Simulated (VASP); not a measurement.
# SiO2 (Fddd) in VASP: a series of runs

Runs on SiO2. Level: r2SCAN. Tasks: single point.

Program: VASP 6.6.1. These are calculated values, not measurements. Logs are shortened: lines on timing, memory, paths and dates and some standing lists are left out, and cuts for length are marked.

## 1. The cell of the first run

It takes space group Fddd (No. 70, orthorhombic). The conventional cell has a = 4.675 Å, b = 9.349 Å, c = 14.654 Å, α = 90.00°, β = 90.00°, γ = 90.00°. Within 2.1 Å of Si (site symmetry 2) lie 4 O at 1.59 to 1.61 Å. Within 2.1 Å of O (site symmetry -1) lie 2 Si at 1.59 Å. Within 2.1 Å of O (site symmetry 2) lie 2 Si at 1.61 Å.

## 2. Single point, r2SCAN

Contents of POSCAR:

```
SiO2
1.0
    0.0000000000      4.6745231165      7.3268549422
    2.3376882236      0.0000000000      7.3268549422
    2.3376882236      4.6745231165      0.0000000000
Si O
4 8
Direct
    0.5628238097      0.5628238097      0.9371761903
    0.3128238097      0.3128238097      0.6871761903
    0.6871761903      0.6871761903      0.3128238097
    0.9371761903      0.9371761903      0.5628238097
    0.6250000000      0.1250000000      0.6250000000
    0.6250000000      0.6250000000      0.1250000000
    0.6250000000      0.6250000000      0.6250000000
    0.1250000000      0.6250000000      0.6250000000
    0.1835103536      0.8164896464      0.1835103536
    0.8164896464      0.1835103536      0.8164896464
    0.4335103536      0.0664896464      0.4335103536
    0.0664896464      0.4335103536      0.0664896464
```

Contents of INCAR.step1:

```
PREC = Accurate
ENCUT = 520
ISMEAR = 0
SIGMA = 0.02
LREAL = False
LASPH = True
NELM = 80
NBANDS = 44
GGA = PE
ALGO = Normal
EDIFF = 1E-4
LWAVE = True
LCHARG = False
```

Contents of INCAR.step2:

```
PREC = Accurate
ENCUT = 520
EDIFF = 1E-7
ISMEAR = 0
SIGMA = 0.02
LREAL = False
LASPH = True
NELM = 80
ALGO = Normal
ISIF = 2
LWAVE = False
LCHARG = False
METAGGA = R2SCAN
LMIXTAU = True
NBANDS = 44
ISTART = 1
```

Contents of KPOINTS:

```
Automatic mesh
0
Gamma
  6 6 6
```

Potentials or basis: VASP PAW PBE potentials, release 64 (Si, O).

The run is started by

```console
cat potpaw_PBE.64/Si/POTCAR potpaw_PBE.64/O/POTCAR > POTCAR
cp INCAR.step1 INCAR
mpirun -np 1 vasp_std > vasp.out
cp INCAR.step2 INCAR
mpirun -np 1 vasp_std > vasp.out
```

OUTCAR:

```text
PREC = Accurate
   ENCUT = 520
   EDIFF = 1E-7
   ISMEAR = 0
   LREAL = False
   LASPH = True
   NELM = 80
   ISIF = 2
   METAGGA = R2SCAN
   ISTART = 1

 ion  position               nearest neighbor table
   1  0.563  0.563  0.937-   6 1.59   7 1.59   9 1.61  10 1.61   4 2.98   4 2.98
   2  0.313  0.313  0.687-   5 1.59   8 1.59  11 1.61  12 1.61   3 2.98   3 2.98
   3  0.687  0.687  0.313-   6 1.59   7 1.59  11 1.61  12 1.61   2 2.98   2 2.98
   4  0.937  0.937  0.563-   5 1.59   8 1.59   9 1.61  10 1.61   1 2.98   1 2.98
   5  0.625  0.125  0.625-   2 1.59   4 1.59
   6  0.625  0.625  0.125-   1 1.59   3 1.59
   7  0.625  0.625  0.625-   1 1.59   3 1.59
   8  0.125  0.625  0.625-   2 1.59   4 1.59
   9  0.184  0.816  0.184-   1 1.61   4 1.61
  10  0.816  0.184  0.816-   1 1.61   4 1.61
  11  0.434  0.066  0.434-   2 1.61   3 1.61
  12  0.066  0.434  0.066-   2 1.61   3 1.61

  LATTYP: Found a face centered orthorhombic cell.
 ALAT       =     4.6753764472
 B/A-ratio  =     1.9996349681
 C/A-ratio  =     3.1342310186

  Lattice vectors:

 A1 = (   0.0000000000,   4.6745231165,   7.3268549422)
 A2 = (   2.3376882236,   0.0000000000,   7.3268549422)
 A3 = (   2.3376882236,   4.6745231165,   0.0000000000)

Analysis of symmetry for initial positions (statically):
=====================================================================
 Subroutine PRICEL returns:
 Original cell was already a primitive cell.

 Routine SETGRP: Setting up the symmetry group for a
 face centered orthorhombic supercell.

 Subroutine GETGRP returns: Found  8 space group operations
 (whereof  4 operations were pure point group operations)
 out of a pool of  8 trial point group operations.

The static configuration has the point symmetry D_2 .
 The point group associated with its full space group is D_2h.

Analysis of symmetry for dynamics (positions and initial velocities):
=====================================================================
 Subroutine PRICEL returns:
 Original cell was already a primitive cell.

 Routine SETGRP: Setting up the symmetry group for a
 face centered orthorhombic supercell.

 Subroutine GETGRP returns: Found  8 space group operations
 (whereof  4 operations were pure point group operations)
 out of a pool of  8 trial point group operations.

The dynamic configuration has the point symmetry D_2 .
 The point group associated with its full space group is D_2h.

 Subroutine INISYM returns: Found  8 space group operations
 (whereof  4 operations are pure point group operations),
 and found     1 'primitive' translations

----------------------------------------------------------------------------------------

                                     Primitive cell

  volume of cell :     160.1296

  direct lattice vectors                    reciprocal lattice vectors
     0.000000000  4.674523116  7.326854942    -0.213886520  0.106962783  0.068242104
     2.337688224  0.000000000  7.326854942     0.213886520 -0.106962783  0.068242104
     2.337688224  4.674523116  0.000000000     0.213886520  0.106962783 -0.068242104

  length of vectors
     8.691028116  7.690747010  5.226466550     0.248687485  0.248687485  0.248687485

  position of ions in fractional coordinates (direct lattice)
     0.562823810  0.562823810  0.937176190
     0.312823810  0.312823810  0.687176190
     0.687176190  0.687176190  0.312823810
     0.937176190  0.937176190  0.562823810
     0.625000000  0.125000000  0.625000000
     0.625000000  0.625000000  0.125000000
     0.625000000  0.625000000  0.625000000
     0.125000000  0.625000000  0.625000000
     0.183510354  0.816489646  0.183510354
     0.816489646  0.183510354  0.816489646
     0.433510354  0.066489646  0.433510354
     0.066489646  0.433510354  0.066489646

  ion indices of the primitive-cell ions
   primitive index   ion index
                 1           1
                 2           2
                 3           3
                 4           4
                 5           5
                 6           6
                 7           7
                 8           8
                 9           9
                10          10
                11          11
                12          12

----------------------------------------------------------------------------------------

 KPOINTS: Automatic mesh

Automatic generation of k-mesh.
 Grid dimensions read from file:
 generate k-points for:    6    6    6

 Generating k-lattice:

  Cartesian coordinates                     Fractional coordinates (reciprocal lattice)
    -0.035647753  0.017827130  0.011373684     0.166666667  0.000000000 -0.000000000
     0.035647753 -0.017827130  0.011373684     0.000000000  0.166666667  0.000000000
     0.035647753  0.017827130 -0.011373684    -0.000000000  0.000000000  0.166666667

  Length of vectors
     0.041447914  0.041447914  0.041447914

  Shift w.r.t. Gamma in fractional coordinates (k-lattice)
     0.000000000  0.000000000  0.000000000

 Subroutine IBZKPT returns following result:
 ===========================================

 Found     46 irreducible k-points:

 Following reciprocal coordinates:
            Coordinates               Weight
  0.000000  0.000000  0.000000      1.000000
  0.166667 -0.000000 -0.000000      8.000000
  0.333333 -0.000000 -0.000000      8.000000
  0.500000  0.000000  0.000000      4.000000
  0.166667  0.166667  0.000000      2.000000
  0.333333  0.166667 -0.000000      8.000000
[... 16 lines left out ...]
 -0.166667  0.166667  0.166667      8.000000
  0.500000  0.333333  0.166667      4.000000
 [... further k-points ...]
   k-points           NKPTS =     46   k-points in BZ     NKDIM =     46   number of bands    NBANDS=     44
   number of dos      NEDOS =    301   number of ions     NIONS =     12
   total plane-waves  NPLWV = 168000
   dimension x,y,z NGX =    70 NGY =   60 NGZ =   40
   dimension x,y,z NGXF=   140 NGYF=  120 NGZF=   80
   ions per type =               4   8
   NGX,Y,Z   is equivalent  to a cutoff of  13.39, 12.97, 12.72 a.u.
   NGXF,Y,Z  is equivalent  to a cutoff of  26.78, 25.94, 25.45 a.u.
 SYSTEM =  unknown system
   PREC   = accura    normal or accurate (medium, high low for compatibility)
   ISTART =      1    job   : 0-new  1-cont  2-samecut
   ICHARG =      0    charge: 1-file 2-atom 10-const
   ISPIN  =      1    spin polarized calculation?
   LNONCOLLINEAR =      F non collinear calculations
   LSORBIT =      F    spin-orbit coupling
   LASPH  =      T    aspherical Exc in radial PAW
   ENCUT  =  520.0 eV  38.22 Ry    6.18 a.u.  16.16 14.30  9.72*2*pi/ulx,y,z
   NELM   =     80;   NELMIN=  2; NELMDL=  0     # of ELM steps
   EDIFF  = 0.1E-06   stopping-criterion for ELM
   LREAL  =      F    real-space projection
   EDIFFG = 0.1E-05   stopping-criterion for IOM
   NSW    =      0    number of steps for IOM
   IBRION =     -1    ionic relax: 0-MD 1-quasi-New 2-CG
   NFREE  =      0    steps in history (QN), initial steepest desc. (CG)
   ISIF   =      2    stress and relaxation
   ISYM   =      2    0-nonsym 1-usesym 2-fastsym
   POTIM  = 0.5000    time-step for ionic-motion
   TEBEG  =    0.0;   TEEND  =   0.0 temperature during run
   PSTRESS=    0.0 pullay stress
   NELECT =      64.0000    total number of electrons
   NUPDOWN=      -1.0000    fix difference up-down
   EMIN   =  10.00;   EMAX   =-10.00  energy-range for DOS
   EFERMI =   0.00;   METHOD = LEGACY
   ISMEAR =     0;   SIGMA  =   0.02  broadening in eV -4-tet -1-fermi 0-gaus
   EFERMI_NEDOS =   21; number of points for ismear=-14 and -15
   IALGO  =     38    algorithm
   IMIX   =      4    mixing-type and parameters
     AMIX     =   0.40;   BMIX     =  1.00
     AMIX_MAG =   1.60;   BMIX_MAG =  1.00
  volume/ion in A,a.u.               =      13.34        90.05
  Fermi-wavevector in a.u.,A,eV,Ry     =   1.205899  2.278819 19.785494  1.454193
  Thomas-Fermi vector in A             =   2.341582
   LORBIT       =      0    0 simple, 1 ext, 2 COOP (PROOUT), +10 PAW based schemes
   METAGGA = R2SCAN    functional components
   LHFCALC =     F    Hartree Fock is set to
   AEXX    =    0.0000 exact exchange contribution
   IVDW    =     0    specifies the selected vdW correction
   LEPSILON=     F    determine dielectric tensor
   LRPA    =     F    only Hartree local field effects (RPA)
 non-spin polarized calculation
 Gauss-broadening in eV      SIGMA  =   0.02
  energy-cutoff  :      520.00
  volume of cell :      160.13
 maximum number of plane-waves:      4347
 NGX is ok and might be reduce to    70
   NGX = 33   NGY = 29   NGZ = 19

 number of electron      63.9999996 magnetization

 Free energy of the ion-electron system (eV)
  ---------------------------------------------------
  ext. energy  EPLUGINS =         0.00000000
  ---------------------------------------------------
  free energy    TOTEN  =      -119.03742580 eV

  energy without entropy =     -119.03742580  energy(sigma->0) =     -119.03742580

 E-fermi :   0.2545     XC(G=0):  -9.3074

 val. band max:        0.1542638360   @ k =   0.0000   0.0000   0.0000
 cond. band min:       6.6712919829   @ k =   0.0000   0.0000   0.0000
 fundamental gap:      6.5170281469
 Fermi energy:         0.2544721180

 k-point     1 :       0.0000    0.0000    0.0000
  band No.  band energies     occupation
      1     -20.3150      2.00000
      2     -19.3801      2.00000
      3     -19.3502      2.00000
      4     -18.2818      2.00000
      5     -18.2440      2.00000
      6     -18.1528      2.00000
[... 36 lines left out ...]
     43      13.1085      0.00000
     44      13.7010      0.00000

 k-point     2 :       0.1667   -0.0000   -0.0000
  band No.  band energies     occupation
      1     -20.2212      2.00000
      2     -19.4823      2.00000
      3     -19.2211      2.00000
      4     -18.3593      2.00000
      5     -18.2614      2.00000
      6     -18.1937      2.00000
[... 36 lines left out ...]
     43      12.8292      0.00000
     44      13.1514      0.00000

 k-point     3 :       0.3333   -0.0000   -0.0000
  band No.  band energies     occupation
      1     -19.9797      2.00000
      2     -19.5194      2.00000
      3     -19.1607      2.00000
      4     -18.6553      2.00000
      5     -18.2709      2.00000
      6     -18.2195      2.00000
[... 36 lines left out ...]
     43      12.8099      0.00000
     44      13.0862      0.00000

 k-point     4 :       0.5000    0.0000    0.0000
  band No.  band energies     occupation
      1     -19.8146      2.00000
      2     -19.3723      2.00000
      3     -19.3632      2.00000
      4     -18.7865      2.00000
      5     -18.2796      2.00000
      6     -18.2248      2.00000
[... 882 lines left out ...]
     43      12.6463      0.00000
     44      13.0417      0.00000

 k-point    23 :      -0.1667    0.1667    0.1667
  band No.  band energies     occupation
      1     -19.7658      2.00000
      2     -19.5943      2.00000
      3     -19.1082      2.00000
      4     -18.8720      2.00000
      5     -18.2779      2.00000
      6     -18.2189      2.00000
[... 36 lines left out ...]
     43      12.3079      0.00000
     44      12.8781      0.00000

 k-point    24 :       0.5000    0.3333    0.1667
  band No.  band energies     occupation
      1     -20.1452      2.00000
      2     -19.8318      2.00000
      3     -18.8570      2.00000
      4     -18.4613      2.00000
      5     -18.2574      2.00000
      6     -18.2107      2.00000
[... 36 lines left out ...]
     43      13.3439      0.00000
     44      13.5837      0.00000

 [... further k-points ...]
[... 5 lines left out ...]
  --------------------------------------------------------------------------------------
  -------------------------------------------------------------------------------------
  Total        3.3334957      3.0307311      3.2384688      0.0000000      0.0000000      0.0000000
  in kB       33.3533140     30.3240010     32.4025215      0.0000000      0.0000000      0.0000000
  external PRESSURE =      32.0266122 kB  Pullay stress =       0.0000000 kB

 VOLUME and BASIS-vectors are now :
 -----------------------------------------------------------------------------
  energy-cutoff  :      520.00
  volume of cell :      160.13
      direct lattice vectors                 reciprocal lattice vectors
     0.000000000  4.674523116  7.326854942    -0.213886520  0.106962783  0.068242104
     2.337688224  0.000000000  7.326854942     0.213886520 -0.106962783  0.068242104
     2.337688224  4.674523116  0.000000000     0.213886520  0.106962783 -0.068242104

 POSITION                                       TOTAL-FORCE (eV/Angst)
 -----------------------------------------------------------------------------------
      3.50653      7.01178      8.24746         0.000000     -0.000000      0.047372
      2.33769      4.67452      4.58403         0.000000      0.000000      0.047372
      2.33769      4.67452     10.06968         0.000000      0.000000     -0.047372
      3.50653      7.01178     13.73311         0.000000     -0.000000     -0.047372
      1.75327      5.84315      5.49514        -0.000000     -0.000000     -0.000000
      1.75327      3.50589      9.15857         0.000000     -0.000000     -0.000000
      2.92211      5.84315      9.15857        -0.000000     -0.000000      0.000000
      2.92211      3.50589      5.49514         0.000000     -0.000000      0.000000
      2.33769      1.71565      7.32685        -0.000000     -0.005090     -0.000000
      2.33769      7.63340      7.32685        -0.000000      0.005090     -0.000000
      1.16884      4.05291      3.66343         0.000000     -0.005090      0.000000
      1.16884      0.62161      3.66343         0.000000      0.005090      0.000000
 -----------------------------------------------------------------------------------
    total drift:                                0.000000      0.000000      0.000000

  FREE ENERGIE OF THE ION-ELECTRON SYSTEM (eV)
  ---------------------------------------------------
  free  energy   TOTEN  =      -119.0374258024 eV

  energy  without entropy=     -119.0374258024  energy(sigma->0) =     -119.03742580
```

Wall time 23 min (1 thread of AMD EPYC 9R45 (Zen 5), shared host); peak memory 0.53 GiB.

Results:

* Free energy: -119.0374 eV
* Pressure: 3.2 GPa
* Largest force: 0.047 eV/Å
* Band gap on the k mesh: 6.52 eV

Forces on the atoms (eV/Å):
```
Si   0.000  0.000  0.047
Si   0.000  0.000  0.047
Si   0.000  0.000 -0.047
Si   0.000  0.000 -0.047
O    0.000  0.000  0.000
O    0.000  0.000  0.000
O    0.000  0.000  0.000
O    0.000  0.000  0.000
O    0.000 -0.005  0.000
O    0.000  0.005  0.000
O    0.000 -0.005  0.000
O    0.000  0.005  0.000
```

Caveat: the cell stands under pressure; the PAW data sets were made with another functional, which shifts forces and pressure a little. A k mesh can miss the band edges.

## 3. Single point, r2SCAN (13.24 Å³/atom)

This run uses another cell than the first one, of 13.24 Å³/atom.

Contents of POSCAR:

```
SiO2
1.0
    0.0000000000      4.6589173595      7.3157762866
    2.3306497751      0.0000000000      7.3157762866
    2.3306497751      4.6589173595      0.0000000000
Si O
4 8
Direct
    0.5627031462      0.5627031462      0.9372968538
    0.3127031462      0.3127031462      0.6872968538
    0.6872968538      0.6872968538      0.3127031462
    0.9372968538      0.9372968538      0.5627031462
    0.6250000000      0.1250000000      0.6250000000
    0.6250000000      0.6250000000      0.1250000000
    0.6250000000      0.6250000000      0.6250000000
    0.1250000000      0.6250000000      0.6250000000
    0.1825503256      0.8174496744      0.1825503256
    0.8174496744      0.1825503256      0.8174496744
    0.4325503256      0.0674496744      0.4325503256
    0.0674496744      0.4325503256      0.0674496744
```

Contents of INCAR.step1:

```
  ALGO = Normal
  EDIFF = 1E-4
  ENCUT = 520
  GGA = PE
  ISMEAR = 0
  LASPH = T
  LCHARG = F
  LREAL = F
  LWAVE = T
  NBANDS = 44
  NELM = 100
  PREC = Accurate
  SIGMA = 0.02
```

Contents of INCAR.step2:

```
  ALGO = Normal
  EDIFF = 1E-6
  ENCUT = 520
  ISIF = 2
  ISMEAR = 0
  ISTART = 1
  LASPH = T
  LCHARG = F
  LMIXTAU = T
  LREAL = F
  LWAVE = F
  METAGGA = R2SCAN
  NBANDS = 44
  NELM = 100
  PREC = Accurate
  SIGMA = 0.02
```

Contents of KPOINTS:

```
k-points
0
Gamma
  6 6 6
```

Potentials or basis: VASP PAW PBE potentials, release 64 (Si, O).

The run is started by

```console
cat potpaw_PBE.64/Si/POTCAR potpaw_PBE.64/O/POTCAR > POTCAR
cp INCAR.step1 INCAR
mpirun -np 1 vasp_std > vasp.out
cp INCAR.step2 INCAR
mpirun -np 1 vasp_std > vasp.out
```

It took 27 min on 1 thread of AMD EPYC 9R45 (Zen 5), shared host; peak memory 0.54 GiB.

It converged, with:

```
Free energy            : -119.0061 eV
Pressure               : 4.3 GPa
Largest force          : 0.047 eV/Å
Band gap on the k mesh : 6.54 eV
```

Forces in eV/Å, atoms in the order of the input:
```
Si   0.000  0.000  0.047
Si   0.000  0.000  0.047
Si   0.000  0.000 -0.047
Si   0.000  0.000 -0.047
O    0.000  0.000  0.000
O    0.000  0.000  0.000
O    0.000  0.000  0.000
O    0.000  0.000  0.000
O    0.000 -0.005  0.000
O    0.000  0.005  0.000
O    0.000 -0.005  0.000
O    0.000  0.005  0.000
```

Stress tensor (GPa, compression positive):
```
4.42 0.00 0.00
0.00 4.14 0.00
0.00 0.00 4.32
```

Levels at points of the mesh, in eV from the valence-band top:
```csv
k point,band 29,band 30,band 31,band 32,band 33,band 34,band 35,band 36
"(0.00, 0.00, 0.00)",-0.56,-0.45,-0.01,0.00,6.54,9.24,9.38,9.60
"(0.50, 0.00, 0.00)",-0.61,-0.56,-0.30,-0.25,9.11,9.68,10.29,10.54
"(0.50, 0.50, 0.00)",-0.63,-0.63,-0.14,-0.14,7.73,7.73,9.73,9.73
"(0.50, 0.00, 0.50)",-0.92,-0.92,-0.28,-0.28,8.79,8.79,10.42,10.42
"(0.00, 0.50, 0.50)",-0.92,-0.92,-0.13,-0.13,9.21,9.21,9.90,9.90
```

Caveat: the cell stands under pressure; the PAW data sets were made with another functional, which shifts forces and pressure a little. A k mesh can miss the band edges.

[end of part 1 of 2]
